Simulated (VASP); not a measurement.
Crystal: BN (rocksalt type).

```
B N
1.0
     0.00000    2.15443    2.15443
     2.15443    0.00000    2.15443
     2.15443    2.15443    0.00000
B N
1 1
Direct
  0.00000 0.00000 0.00000
  0.50000 0.50000 0.50000
```

| Quantity | Value |
| --- | --- |
| Program | VASP 6.6.1 |
| Task | relaxation of cell and atoms |
| Functional | PBE |
| Potentials or basis | VASP PAW PBE potentials, release 64 (B, N) |
| Cutoff | 600 eV |
| k mesh | 16 × 16 × 16 |
| Occupations | fermi-dirac, width 0.05 eV |
| Spin | no spin polarisation |

At the start: pressure -60.7 GPa; volume 10.00 Å³/atom.

Task: How do energy, volume and symmetry change on relaxing?

Result: Over 19 steps the energy falls by 1563.0 meV/atom and the volume is 5.38 Å³/atom (-46.2 %); space group Fm-3m (No. 225, to 0.05 Å).

The path:
```tsv
step	energy change (eV)	largest force (eV/Å)	pressure (GPa)	volume (Å³)
1	0.0000	0.0000	-60.75	20.00
2	-3.1235	0.0000	-5.20	10.91
3	-3.1260	0.0000	-0.22	10.76
4	-3.1260	0.0000	-0.23	10.76
5	-3.1260	0.0000	-0.22	10.76
6	-3.1260	0.0000	-0.22	10.76
7	-3.1260	0.0000	-0.22	10.76
8	-3.1260	0.0000	-0.22	10.76
9	-3.1260	0.0000	-0.22	10.76
10	-3.1260	0.0000	-0.22	10.76
11	-3.1260	0.0000	-0.22	10.76
12	-3.1260	0.0000	-0.22	10.76
13	-3.1260	0.0000	-0.22	10.76
14	-3.1260	0.0000	-0.22	10.76
15	-3.1260	0.0000	-0.22	10.76
16	-3.1260	0.0000	-0.21	10.76
17	-3.1260	0.0000	-0.19	10.76
18	-3.1260	0.0000	-0.16	10.76
19	-3.1260	0.0000	-0.09	10.76
```

Final structure:
```
B N
1.0
     0.00000    1.75225    1.75225
     1.75225    0.00000    1.75225
     1.75225    1.75225    0.00000
B N
1 1
Cartesian
  0.0000 0.0000 0.0000
  1.7522 1.7522 1.7522
```

Caveat: the volume moved by over 15 % at a fixed basis, so the end points are rough.
